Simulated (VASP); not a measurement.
# Pb (C2/m) in VASP: single point with PBE

Aim: the single point of Pb with PBE.

All numbers are computed with VASP 6.6.1; they aren't measurements. Logs are shortened: lines on timing, memory, paths and dates and some standing lists are left out, and cuts for length are marked.

### Step 1. The cell of the first run

The structure is monoclinic, space group C2/m (No. 12). Conventional cell: a = 5.960 Å, b = 3.603 Å, c = 6.729 Å, α = 90.00°, β = 107.63°, γ = 90.00°. Pb (site symmetry m) has 10 Pb at 3.44 to 3.64 Å within 4.5 Å.

### Step 2. Single point, PBE (strained)

INCAR reads:

```
SYSTEM = Pb
ALGO = Normal
EDIFF = 1E-6
ENCUT = 520
GGA = PE
ISIF = 2
ISMEAR = 0
LASPH = .TRUE.
LCHARG = .FALSE.
LREAL = .FALSE.
LWAVE = .FALSE.
NBANDS = 21
NELM = 100
PREC = Accurate
SIGMA = 0.1
```

KPOINTS reads:

```
k-points
0
G
  14 14 8
  0 0 0
```

POSCAR reads:

```
Pb
1.0
    2.9800528602     -1.8016743476      0.0088119598
    2.9800528602      1.8016743476      0.0088119598
   -2.0570215204      0.0000000000      6.4067731458
Pb
2
Direct
    0.0814771318      0.0814771318      0.2679561713
    0.9185228682      0.9185228682      0.7320438287
```

Potentials or basis: VASP PAW PBE potentials, release 64 (Pb_d).

Command:

```console
$ cat potpaw_PBE.64/Pb_d/POTCAR > POTCAR
$ mpirun -np 1 vasp_std > vasp.out
```

OUTCAR:

```text
SYSTEM = Pb
   EDIFF = 1E-6
   ENCUT = 520
   GGA = PE
   ISIF = 2
   ISMEAR = 0
   LASPH = .TRUE.
   LREAL = .FALSE.
   NELM = 100
   PREC = Accurate

 ion  position               nearest neighbor table
   1  0.081  0.081  0.268-   2 3.44   2 3.54   2 3.64   2 3.64
   2  0.919  0.919  0.732-   1 3.44   1 3.54   1 3.64   1 3.64

  LATTYP: Found a base centered monoclinic cell.
 ALAT       =     5.9601317771
 B/A-ratio  =     0.6045753399
 C/A-ratio  =     1.1289849113
 COS(beta)  =    -0.3028828268

  Lattice vectors:

 A1 = (   2.9800528602,  -1.8016743476,   0.0088119598)
 A2 = (   2.9800528602,   1.8016743476,   0.0088119598)
 A3 = (  -2.0570215204,   0.0000000000,   6.4067731458)

Analysis of symmetry for initial positions (statically):
=====================================================================
 Subroutine PRICEL returns:
 Original cell was already a primitive cell.

 Routine SETGRP: Setting up the symmetry group for a
 base centered monoclinic supercell.

 Subroutine GETGRP returns: Found  4 space group operations
 (whereof  4 operations were pure point group operations)
 out of a pool of  4 trial point group operations.

The static configuration has the point symmetry C_2h.

Analysis of symmetry for dynamics (positions and initial velocities):
=====================================================================
 Subroutine PRICEL returns:
 Original cell was already a primitive cell.

 Routine SETGRP: Setting up the symmetry group for a
 base centered monoclinic supercell.

 Subroutine GETGRP returns: Found  4 space group operations
 (whereof  4 operations were pure point group operations)
 out of a pool of  4 trial point group operations.

The dynamic configuration has the point symmetry C_2h.

 Subroutine INISYM returns: Found  4 space group operations
 (whereof  4 operations are pure point group operations),
 and found     1 'primitive' translations

----------------------------------------------------------------------------------------

                                     Primitive cell

  volume of cell :      68.8623

  direct lattice vectors                    reciprocal lattice vectors
     2.980052860 -1.801674348  0.008811960     0.167623118 -0.277519631  0.053818725
     2.980052860  1.801674348  0.008811960     0.167623118  0.277519631  0.053818725
    -2.057021520  0.000000000  6.406773146    -0.000461102  0.000000000  0.155936769

  length of vectors
     3.482358849  3.482358849  6.728898846     0.328650438  0.328650438  0.155937451

  position of ions in fractional coordinates (direct lattice)
     0.081477132  0.081477132  0.267956171
     0.918522868  0.918522868  0.732043829

  ion indices of the primitive-cell ions
   primitive index   ion index
                 1           1
                 2           2

----------------------------------------------------------------------------------------

 KPOINTS: k-points

Automatic generation of k-mesh.
 Grid dimensions read from file:
 generate k-points for:   14   14    8

 Generating k-lattice:

  Cartesian coordinates                     Fractional coordinates (reciprocal lattice)
     0.011973080 -0.019822831  0.003844195     0.071428571 -0.000000000  0.000000000
     0.011973080  0.019822831  0.003844195    -0.000000000  0.071428571  0.000000000
    -0.000057638  0.000000000  0.019492096    -0.000000000 -0.000000000  0.125000000

  Length of vectors
     0.023475031  0.023475031  0.019492181

  Shift w.r.t. Gamma in fractional coordinates (k-lattice)
     0.000000000  0.000000000  0.000000000

 Subroutine IBZKPT returns following result:
 ===========================================

 Found    429 irreducible k-points:

 Following reciprocal coordinates:
            Coordinates               Weight
  0.000000  0.000000  0.000000      1.000000
  0.071429 -0.000000  0.000000      4.000000
  0.142857  0.000000  0.000000      4.000000
  0.214286 -0.000000  0.000000      4.000000
  0.285714 -0.000000  0.000000      4.000000
  0.357143 -0.000000  0.000000      4.000000
[... 16 lines left out ...]
  0.214286  0.142857  0.000000      4.000000
  0.285714  0.142857  0.000000      4.000000
 [... further k-points ...]
   k-points           NKPTS =    429   k-points in BZ     NKDIM =    429   number of bands    NBANDS=     21
   number of dos      NEDOS =    301   number of ions     NIONS =      2
   total plane-waves  NPLWV =  39200
   dimension x,y,z NGX =    28 NGY =   28 NGZ =   50
   dimension x,y,z NGXF=    56 NGYF=   56 NGZF=  100
   ions per type =               2
   NGX,Y,Z   is equivalent  to a cutoff of  13.37, 13.37, 12.35 a.u.
   NGXF,Y,Z  is equivalent  to a cutoff of  26.73, 26.73, 24.71 a.u.
 SYSTEM =  Pb
   PREC   = accura    normal or accurate (medium, high low for compatibility)
   ISTART =      0    job   : 0-new  1-cont  2-samecut
   ICHARG =      2    charge: 1-file 2-atom 10-const
   ISPIN  =      1    spin polarized calculation?
   LNONCOLLINEAR =      F non collinear calculations
   LSORBIT =      F    spin-orbit coupling
   LASPH  =      T    aspherical Exc in radial PAW
   ENCUT  =  520.0 eV  38.22 Ry    6.18 a.u.   6.47  6.47 12.51*2*pi/ulx,y,z
   NELM   =    100;   NELMIN=  2; NELMDL= -5     # of ELM steps
   EDIFF  = 0.1E-05   stopping-criterion for ELM
   LREAL  =      F    real-space projection
   EDIFFG = 0.1E-04   stopping-criterion for IOM
   NSW    =      0    number of steps for IOM
   IBRION =     -1    ionic relax: 0-MD 1-quasi-New 2-CG
   NFREE  =      0    steps in history (QN), initial steepest desc. (CG)
   ISIF   =      2    stress and relaxation
   ISYM   =      2    0-nonsym 1-usesym 2-fastsym
   POTIM  = 0.5000    time-step for ionic-motion
   TEBEG  =    0.0;   TEEND  =   0.0 temperature during run
   PSTRESS=    0.0 pullay stress
   NELECT =      28.0000    total number of electrons
   NUPDOWN=      -1.0000    fix difference up-down
   EMIN   =  10.00;   EMAX   =-10.00  energy-range for DOS
   EFERMI =   0.00;   METHOD = LEGACY
   ISMEAR =     0;   SIGMA  =   0.10  broadening in eV -4-tet -1-fermi 0-gaus
   EFERMI_NEDOS =   21; number of points for ismear=-14 and -15
   IALGO  =     38    algorithm
   IMIX   =      4    mixing-type and parameters
     AMIX     =   0.40;   BMIX     =  1.00
     AMIX_MAG =   1.60;   BMIX_MAG =  1.00
  volume/ion in A,a.u.               =      34.43       232.35
  Fermi-wavevector in a.u.,A,eV,Ry     =   1.212831  2.291918 20.013611  1.470959
  Thomas-Fermi vector in A             =   2.348302
   LORBIT       =      0    0 simple, 1 ext, 2 COOP (PROOUT), +10 PAW based schemes
   GGA     = PE    functional components
   LHFCALC =     F    Hartree Fock is set to
   AEXX    =    0.0000 exact exchange contribution
   IVDW    =     0    specifies the selected vdW correction
   LEPSILON=     F    determine dielectric tensor
   LRPA    =     F    only Hartree local field effects (RPA)
 non-spin polarized calculation
 Gauss-broadening in eV      SIGMA  =   0.10
  energy-cutoff  :      520.00
  volume of cell :       68.86
 maximum number of plane-waves:      1885
 NGX is ok and might be reduce to    28
   NGX = 13   NGY = 13   NGZ = 25

 number of electron      27.9999995 magnetization

 Free energy of the ion-electron system (eV)
  ---------------------------------------------------
  ext. energy  EPLUGINS =         0.00000000
  ---------------------------------------------------
  free energy    TOTEN  =        -6.97433443 eV

  energy without entropy =       -6.96843242  energy(sigma->0) =       -6.97138342

 E-fermi :   5.9271     XC(G=0):  -9.5495

 val. band max:        5.9248739136   @ k =  -0.0714  -0.3571   0.1250
 cond. band min:       5.9381229110   @ k =  -0.2143   0.2143   0.2500
 fundamental gap:      0.0132489974
 Fermi energy:         5.9271101412

 k-point     1 :       0.0000    0.0000    0.0000
  band No.  band energies     occupation
      1     -11.2030      2.00000
      2     -11.1235      2.00000
      3     -11.1233      2.00000
      4     -11.0846      2.00000
      5     -11.0601      2.00000
      6     -11.0532      2.00000
[... 13 lines left out ...]
     20      15.4132      0.00000
     21      15.8641      0.00000

 k-point     2 :       0.0714   -0.0000    0.0000
  band No.  band energies     occupation
      1     -11.1979      2.00000
      2     -11.1223      2.00000
      3     -11.1210      2.00000
      4     -11.0776      2.00000
      5     -11.0547      2.00000
      6     -11.0447      2.00000
[... 13 lines left out ...]
     20      15.4211      0.00000
     21      15.8916      0.00000

 k-point     3 :       0.1429    0.0000    0.0000
  band No.  band energies     occupation
      1     -11.1860      2.00000
      2     -11.1286      2.00000
      3     -11.1167      2.00000
      4     -11.0516      2.00000
      5     -11.0349      2.00000
      6     -11.0252      2.00000
[... 13 lines left out ...]
     20      14.8412      0.00000
     21      15.4451      0.00000

 k-point     4 :       0.2143   -0.0000    0.0000
  band No.  band energies     occupation
      1     -11.1777      2.00000
      2     -11.1432      2.00000
      3     -11.1102      2.00000
      4     -11.0481      2.00000
      5     -11.0025      2.00000
      6     -10.9985      2.00000
[... 13 lines left out ...]
     20      14.2641      0.00000
     21      15.1596      0.00000

 k-point     5 :       0.2857   -0.0000    0.0000
  band No.  band energies     occupation
      1     -11.1813      2.00000
      2     -11.1597      2.00000
      3     -11.0997      2.00000
      4     -11.0800      2.00000
      5     -10.9912      2.00000
      6     -10.9675      2.00000
[... 13 lines left out ...]
     20      13.7319      0.00000
     21      14.3795      0.00000
[... 382 lines left out ...]
     20      15.6572      0.00000
     21      15.7469      0.00000

 k-point    22 :       0.1429    0.1429    0.0000
  band No.  band energies     occupation
      1     -11.1823      2.00000
      2     -11.0776      2.00000
      3     -11.0758      2.00000
      4     -11.0731      2.00000
      5     -11.0710      2.00000
      6     -11.0410      2.00000
[... 13 lines left out ...]
     20      15.0668      0.00000
     21      15.4891      0.00000

 k-point    23 :       0.2143    0.1429    0.0000
  band No.  band energies     occupation
      1     -11.1725      2.00000
      2     -11.0912      2.00000
      3     -11.0884      2.00000
      4     -11.0524      2.00000
      5     -11.0355      2.00000
      6     -11.0240      2.00000
[... 13 lines left out ...]
     20      15.1889      0.00000
     21      15.7005      0.00000

 k-point    24 :       0.2857    0.1429    0.0000
  band No.  band energies     occupation
      1     -11.1572      2.00000
      2     -11.1085      2.00000
      3     -11.1014      2.00000
      4     -11.0553      2.00000
      5     -11.0229      2.00000
      6     -10.9998      2.00000
[... 13 lines left out ...]
     20      15.1641      0.00000
     21      15.7344      0.00000

 [... further k-points ...]
[... 5 lines left out ...]
  --------------------------------------------------------------------------------------
  -------------------------------------------------------------------------------------
  Total       -0.2719615     -0.7327942     -0.9060079      0.0000000      0.0000000     -0.0291698
  in kB       -6.3275601    -17.0494696    -21.0795266      0.0000000      0.0000000     -0.6786768
  external PRESSURE =     -14.8188521 kB  Pullay stress =       0.0000000 kB

 VOLUME and BASIS-vectors are now :
 -----------------------------------------------------------------------------
  energy-cutoff  :      520.00
  volume of cell :       68.86
      direct lattice vectors                 reciprocal lattice vectors
     2.980052860 -1.801674348  0.008811960     0.167623118 -0.277519631  0.053818725
     2.980052860  1.801674348  0.008811960     0.167623118  0.277519631  0.053818725
    -2.057021520  0.000000000  6.406773146    -0.000461102  0.000000000  0.155936769

 POSITION                                       TOTAL-FORCE (eV/Angst)
 -----------------------------------------------------------------------------------
     -0.06558      0.00000      1.71817         0.010511      0.000000      0.156434
      3.96866      0.00000      4.70623        -0.010511      0.000000     -0.156434
 -----------------------------------------------------------------------------------
    total drift:                               -0.000000      0.000000      0.000000

  FREE ENERGIE OF THE ION-ELECTRON SYSTEM (eV)
  ---------------------------------------------------
  free  energy   TOTEN  =        -6.9743344260 eV

  energy  without entropy=       -6.9684324226  energy(sigma->0) =       -6.97138342
```

Run time: 7.2 min. Hardware: 1 thread of Intel Xeon Platinum 8259CL at 2.50GHz (Skylake/Cascade Lake), shared host; peak memory 0.56 GiB.

Results:

```yaml
Free_energy: -6.9743 eV
Pressure: -1.5 GPa
Largest_force: 0.157 eV/Å
Band_gap_on_the_k_mesh: zero (band 14 reaches 10.93 eV, above the bottom of band 15 at 4.31 eV)
```

Forces in eV/Å, atoms in the order of the input:
```
Pb   0.011  0.000  0.156
Pb  -0.011  0.000 -0.156
```

Caveat: the cell differs from its parent crystal (strained); spin-orbit coupling is left out, which moves the levels of the heavy elements.
